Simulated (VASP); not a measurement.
# La (P6_3/mmc) in VASP: a series of runs

La is run at these levels: PBE, PBEsol; tasks: single point.

Program: VASP 6.6.1. These are calculated values, not measurements. Logs are shortened: lines on timing, memory, paths and dates and some standing lists are left out, and cuts for length are marked.

## Step 1: The cell of the first run

It takes space group P6_3/mmc (No. 194, hexagonal). The conventional cell has a = 3.783 Å, b = 3.783 Å, c = 6.076 Å, α = 90.00°, β = 90.00°, γ = 120.00°. Within 4.9 Å of La (site symmetry -6m2) lie 12 La at 3.74 to 3.78 Å.

## Step 2: Single point, PBE

Input file INCAR:

```
SYSTEM = La
  ALGO = Normal
  EDIFF = 1E-6
  ENCUT = 520
  GGA = PE
  ISIF = 2
  ISMEAR = -1
  LASPH = .True.
  LCHARG = .True.
  LELF = .True.
  LREAL = .False.
  LVHAR = .True.
  LWAVE = .False.
  NBANDS = 18
  NELM = 80
  PREC = Accurate
  SIGMA = 0.05
```

Input file KPOINTS:

```
k-points
0
Gamma
  12 12 7
  0 0 0
```

Input file POSCAR:

```
La
1.0
    3.7832986048      0.0000000000      0.0000000000
   -1.8916493024      3.2764327019      0.0000000000
    0.0000000000      0.0000000000      6.0761089585
La
2
Direct
    0.3333333333      0.6666666667      0.2500000000
    0.6666666667      0.3333333333      0.7500000000
```

Potentials or basis: VASP PAW PBE potentials, release 64 (La).

Started as:

```sh
> cat potpaw_PBE.64/La/POTCAR > POTCAR
> mpirun -np 1 vasp_std > vasp.out
```

OUTCAR:

```text
SYSTEM = La
   EDIFF = 1E-6
   ENCUT = 520
   GGA = PE
   ISIF = 2
   ISMEAR = -1
   LASPH = .True.
   LREAL = .False.
   NELM = 80
   PREC = Accurate

 ion  position               nearest neighbor table
   1  0.333  0.667  0.250-
   2  0.667  0.333  0.750-

  LATTYP: Found a hexagonal cell.
 ALAT       =     3.7832986048
 C/A-ratio  =     1.6060347314

  Lattice vectors:

 A1 = (   3.7832986048,   0.0000000000,   0.0000000000)
 A2 = (  -1.8916493024,   3.2764327019,   0.0000000000)
 A3 = (   0.0000000000,   0.0000000000,   6.0761089585)

Analysis of symmetry for initial positions (statically):
=====================================================================
 Subroutine PRICEL returns:
 Original cell was already a primitive cell.

 Routine SETGRP: Setting up the symmetry group for a
 hexagonal supercell.

 Subroutine GETGRP returns: Found 24 space group operations
 (whereof 12 operations were pure point group operations)
 out of a pool of 24 trial point group operations.

The static configuration has the point symmetry D_3d.
 The point group associated with its full space group is D_6h.

Analysis of symmetry for dynamics (positions and initial velocities):
=====================================================================
 Subroutine PRICEL returns:
 Original cell was already a primitive cell.

 Routine SETGRP: Setting up the symmetry group for a
 hexagonal supercell.

 Subroutine GETGRP returns: Found 24 space group operations
 (whereof 12 operations were pure point group operations)
 out of a pool of 24 trial point group operations.

The dynamic configuration has the point symmetry D_3d.
 The point group associated with its full space group is D_6h.

 Subroutine INISYM returns: Found 24 space group operations
 (whereof 12 operations are pure point group operations),
 and found     1 'primitive' translations

----------------------------------------------------------------------------------------

                                     Primitive cell

  volume of cell :      75.3178

  direct lattice vectors                    reciprocal lattice vectors
     3.783298605  0.000000000  0.000000000     0.264319607  0.152604996  0.000000000
    -1.891649302  3.276432702  0.000000000     0.000000000  0.305209992  0.000000000
     0.000000000  0.000000000  6.076108958     0.000000000  0.000000000  0.164579010

  length of vectors
     3.783298605  3.783298605  6.076108958     0.305209992  0.305209992  0.164579010

  position of ions in fractional coordinates (direct lattice)
     0.333333333  0.666666667  0.250000000
     0.666666667  0.333333333  0.750000000

  ion indices of the primitive-cell ions
   primitive index   ion index
                 1           1
                 2           2

----------------------------------------------------------------------------------------

 KPOINTS: k-points

Automatic generation of k-mesh.
 Grid dimensions read from file:
 generate k-points for:   12   12    7

 Generating k-lattice:

  Cartesian coordinates                     Fractional coordinates (reciprocal lattice)
     0.022026634  0.012717083  0.000000000     0.083333333 -0.000000000  0.000000000
     0.000000000  0.025434166  0.000000000     0.000000000  0.083333333  0.000000000
     0.000000000  0.000000000  0.023511287     0.000000000  0.000000000  0.142857143

  Length of vectors
     0.025434166  0.025434166  0.023511287

  Shift w.r.t. Gamma in fractional coordinates (k-lattice)
     0.000000000  0.000000000  0.000000000

 Subroutine IBZKPT returns following result:
 ===========================================

 Found     76 irreducible k-points:

 Following reciprocal coordinates:
            Coordinates               Weight
  0.000000  0.000000  0.000000      1.000000
  0.083333  0.000000  0.000000      6.000000
  0.166667  0.000000  0.000000      6.000000
  0.250000  0.000000  0.000000      6.000000
  0.333333  0.000000  0.000000      6.000000
  0.416667  0.000000  0.000000      6.000000
[... 16 lines left out ...]
  0.250000  0.000000  0.142857     12.000000
  0.333333  0.000000  0.142857     12.000000
 [... further k-points ...]
   k-points           NKPTS =     76   k-points in BZ     NKDIM =     76   number of bands    NBANDS=     18
   number of dos      NEDOS =    301   number of ions     NIONS =      2
   total plane-waves  NPLWV =  37632
   dimension x,y,z NGX =    28 NGY =   28 NGZ =   48
   dimension x,y,z NGXF=    56 NGYF=   56 NGZF=   96
   ions per type =               2
   NGX,Y,Z   is equivalent  to a cutoff of  12.30, 12.30, 13.13 a.u.
   NGXF,Y,Z  is equivalent  to a cutoff of  24.61, 24.61, 26.27 a.u.
 SYSTEM =  La
   PREC   = accura    normal or accurate (medium, high low for compatibility)
   ISTART =      0    job   : 0-new  1-cont  2-samecut
   ICHARG =      2    charge: 1-file 2-atom 10-const
   ISPIN  =      1    spin polarized calculation?
   LNONCOLLINEAR =      F non collinear calculations
   LSORBIT =      F    spin-orbit coupling
   LASPH  =      T    aspherical Exc in radial PAW
   ENCUT  =  520.0 eV  38.22 Ry    6.18 a.u.   7.03  7.03 11.30*2*pi/ulx,y,z
   NELM   =     80;   NELMIN=  2; NELMDL= -5     # of ELM steps
   EDIFF  = 0.1E-05   stopping-criterion for ELM
   LREAL  =      F    real-space projection
   EDIFFG = 0.1E-04   stopping-criterion for IOM
   NSW    =      0    number of steps for IOM
   IBRION =     -1    ionic relax: 0-MD 1-quasi-New 2-CG
   NFREE  =      0    steps in history (QN), initial steepest desc. (CG)
   ISIF   =      2    stress and relaxation
   ISYM   =      2    0-nonsym 1-usesym 2-fastsym
   POTIM  = 0.5000    time-step for ionic-motion
   TEBEG  =    0.0;   TEEND  =   0.0 temperature during run
   PSTRESS=    0.0 pullay stress
   NELECT =      22.0000    total number of electrons
   NUPDOWN=      -1.0000    fix difference up-down
   EMIN   =  10.00;   EMAX   =-10.00  energy-range for DOS
   EFERMI =   0.00;   METHOD = LEGACY
   ISMEAR =    -1;   SIGMA  =   0.05  broadening in eV -4-tet -1-fermi 0-gaus
   EFERMI_NEDOS =   21; number of points for ismear=-14 and -15
   IALGO  =     38    algorithm
   IMIX   =      4    mixing-type and parameters
     AMIX     =   0.40;   BMIX     =  1.00
     AMIX_MAG =   1.60;   BMIX_MAG =  1.00
  volume/ion in A,a.u.               =      37.66       254.13
  Fermi-wavevector in a.u.,A,eV,Ry     =   1.086217  2.052652 16.053069  1.179867
  Thomas-Fermi vector in A             =   2.222349
   LORBIT       =      0    0 simple, 1 ext, 2 COOP (PROOUT), +10 PAW based schemes
   GGA     = PE    functional components
   LHFCALC =     F    Hartree Fock is set to
   AEXX    =    0.0000 exact exchange contribution
   IVDW    =     0    specifies the selected vdW correction
   LEPSILON=     F    determine dielectric tensor
   LRPA    =     F    only Hartree local field effects (RPA)
 non-spin polarized calculation
  energy-cutoff  :      520.00
  volume of cell :       75.32
 maximum number of plane-waves:      2046
   NGX = 15   NGY = 15   NGZ = 23

 number of electron      21.9999997 magnetization

 Free energy of the ion-electron system (eV)
  ---------------------------------------------------
  ext. energy  EPLUGINS =         0.00000000
  ---------------------------------------------------
  free energy    TOTEN  =        -9.73202928 eV

  energy without entropy =       -9.70116722  energy(sigma->0) =       -9.71659825

 E-fermi :   7.7175     XC(G=0):  -9.5050

 val. band max:        7.6938944467   @ k =   0.3333   0.2500   0.4286
 cond. band min:       7.7284020668   @ k =   0.3333   0.3333   0.0000
 fundamental gap:      0.0345076201
 Fermi energy:         7.7175473994

 k-point     1 :       0.0000    0.0000    0.0000
  band No.  band energies     occupation
      1     -25.1567      2.00000
      2     -24.9598      2.00000
      3      -9.5160      2.00000
      4      -8.3783      2.00000
      5      -8.3783      2.00000
      6      -8.1939      2.00000
[... 10 lines left out ...]
     17       9.3981      0.00000
     18       9.4577      0.00000

 k-point     2 :       0.0833    0.0000    0.0000
  band No.  band energies     occupation
      1     -25.1463      2.00000
      2     -24.9551      2.00000
      3      -9.4880      2.00000
      4      -8.4490      2.00000
      5      -8.4007      2.00000
      6      -8.2669      2.00000
[... 10 lines left out ...]
     17       9.3969      0.00000
     18       9.4081      0.00000

 k-point     3 :       0.1667    0.0000    0.0000
  band No.  band energies     occupation
      1     -25.1171      2.00000
      2     -24.9427      2.00000
      3      -9.4074      2.00000
      4      -8.6393      2.00000
      5      -8.4593      2.00000
      6      -8.4575      2.00000
[... 10 lines left out ...]
     17       9.4506      0.00000
     18       9.4674      0.00000

 k-point     4 :       0.2500    0.0000    0.0000
  band No.  band energies     occupation
      1     -25.0751      2.00000
      2     -24.9273      2.00000
      3      -9.2846      2.00000
      4      -8.8926      2.00000
      5      -8.7007      2.00000
      6      -8.5344      2.00000
[... 10 lines left out ...]
     17       9.5166      0.00000
     18       9.5182      0.00000

 k-point     5 :       0.3333    0.0000    0.0000
  band No.  band energies     occupation
      1     -25.0296      2.00000
      2     -24.9150      2.00000
      3      -9.1377      2.00000
      4      -9.1375      2.00000
      5      -8.9279      2.00000
      6      -8.6055      2.00000
[... 10 lines left out ...]
     17       9.4872      0.00000
     18       9.5591      0.00000

 k-point     6 :       0.4167    0.0000    0.0000
  band No.  band energies     occupation
      1     -24.9915      2.00000
      2     -24.9104      2.00000
      3      -9.3116      2.00000
      4      -9.0863      2.00000
      5      -8.9978      2.00000
      6      -8.6556      2.00000
[... 307 lines left out ...]
 k-point    21 :       0.0833    0.0000    0.1429
  band No.  band energies     occupation
      1     -25.1371      2.00000
      2     -24.9648      2.00000
      3      -9.4309      2.00000
      4      -8.4382      2.00000
      5      -8.3912      2.00000
      6      -8.3096      2.00000
[... 10 lines left out ...]
     17       9.3922      0.00000
     18       9.4965      0.00000

 k-point    22 :       0.1667    0.0000    0.1429
  band No.  band energies     occupation
      1     -25.1087      2.00000
      2     -24.9515      2.00000
      3      -9.3620      2.00000
      4      -8.6227      2.00000
      5      -8.5002      2.00000
      6      -8.4482      2.00000
[... 10 lines left out ...]
     17       9.4497      0.00000
     18       9.4979      0.00000

 k-point    23 :       0.2500    0.0000    0.1429
  band No.  band energies     occupation
      1     -25.0680      2.00000
      2     -24.9348      2.00000
      3      -9.2701      2.00000
      4      -8.8578      2.00000
      5      -8.7366      2.00000
      6      -8.5216      2.00000
[... 10 lines left out ...]
     17       9.4738      0.00000
     18       9.5198      0.00000

 k-point    24 :       0.3333    0.0000    0.1429
  band No.  band energies     occupation
      1     -25.0240      2.00000
      2     -24.9208      2.00000
      3      -9.2473      2.00000
      4      -9.0237      2.00000
      5      -8.9277      2.00000
      6      -8.5913      2.00000
[... 10 lines left out ...]
     17       9.4911      0.00000
     18       9.5529      0.00000

 [... further k-points ...]
[... 5 lines left out ...]
  --------------------------------------------------------------------------------------
  -------------------------------------------------------------------------------------
  Total        0.0389786      0.0389786      0.0469698      0.0000000     -0.0000000      0.0000000
  in kB        0.8291623      0.8291623      0.9991517      0.0000000     -0.0000000      0.0000000
  external PRESSURE =       0.8858254 kB  Pullay stress =       0.0000000 kB

 VOLUME and BASIS-vectors are now :
 -----------------------------------------------------------------------------
  energy-cutoff  :      520.00
  volume of cell :       75.32
      direct lattice vectors                 reciprocal lattice vectors
     3.783298605  0.000000000  0.000000000     0.264319607  0.152604996  0.000000000
    -1.891649302  3.276432702  0.000000000     0.000000000  0.305209992  0.000000000
     0.000000000  0.000000000  6.076108958     0.000000000  0.000000000  0.164579010

 POSITION                                       TOTAL-FORCE (eV/Angst)
 -----------------------------------------------------------------------------------
     -0.00000      2.18429      1.51903         0.000000     -0.000000      0.000000
      1.89165      1.09214      4.55708        -0.000000      0.000000      0.000000
 -----------------------------------------------------------------------------------
    total drift:                               -0.000000      0.000000     -0.000000

  FREE ENERGIE OF THE ION-ELECTRON SYSTEM (eV)
  ---------------------------------------------------
  free  energy   TOTEN  =        -9.7320292798 eV

  energy  without entropy=       -9.7011672214  energy(sigma->0) =       -9.71659825
```

It took 56 s on 1 thread of Intel Xeon 6975P-C (Granite Rapids), shared host; peak memory 0.25 GiB.

What came out:

- Free energy: -9.7320 eV
- Pressure: 0.1 GPa
- Band gap on the k mesh: zero (band 11 reaches 8.84 eV, above the bottom of band 12 at 7.50 eV)

Levels at points of the mesh, in eV from the Fermi level:
```csv
k point,band 7,band 8,band 9,band 10,band 11,band 12,band 13,band 14,band 15,band 16
"(0.00, 0.00, 0.00)",-15.91,-15.87,-3.17,-1.73,1.12,1.31,1.31,1.54,1.62,1.65
"(0.50, 0.00, 0.00)",-16.21,-16.07,-1.56,-1.14,-1.10,1.15,1.20,1.32,1.48,1.82
```

Caveat: spin-orbit coupling is left out, which moves the levels of the heavy elements.

## Step 3: Single point, PBEsol

Input file INCAR:

```
SYSTEM = La
  PREC = Accurate
  ENCUT = 520
  EDIFF = 1E-6
  ISMEAR = -1
  SIGMA = 0.05
  LREAL = .False.
  LASPH = .True.
  NELM = 80
  ALGO = Normal
  ISIF = 2
  LWAVE = .False.
  LCHARG = .False.
  GGA = PS
  NBANDS = 18
```

Input file KPOINTS:

```
Automatic mesh
0
Gamma
  12 12 7
  0 0 0
```

Input file POSCAR:

```
La
1.0
    3.7832986048      0.0000000000      0.0000000000
   -1.8916493024      3.2764327018      0.0000000000
    0.0000000000      0.0000000000      6.0761089585
La
2
Direct
    0.3333333333      0.6666666667      0.2500000000
    0.6666666667      0.3333333333      0.7500000000
```

Potentials or basis: VASP PAW PBE potentials, release 64 (La).

Started as:

```sh
> cat potpaw_PBE.64/La/POTCAR > POTCAR
> mpirun -np 1 vasp_std > vasp.out
```

Wall time 49 s (1 thread of Intel Xeon 6975P-C (Granite Rapids), shared host); peak memory 0.26 GiB.

Results (log left out):

| Quantity | Value |
| --- | --- |
| Free energy | -10.5981 eV |
| Pressure | -2.0 GPa |
| Band gap on the k mesh | zero (band 11 reaches 8.71 eV, above the bottom of band 12 at 7.36 eV) |

Levels at points of the mesh, in eV from the Fermi level:
```tsv
k point	band 9	band 10	band 11	band 12	band 13	band 14
(0.00, 0.00, 0.00)	-3.24	-1.76	1.13	1.31	1.31	1.56
(0.50, 0.00, 0.00)	-1.57	-1.17	-1.10	1.16	1.19	1.33
```

Caveat: the PAW data sets were made with another functional, which shifts forces and pressure a little; spin-orbit coupling is left out, which moves the levels of the heavy elements.
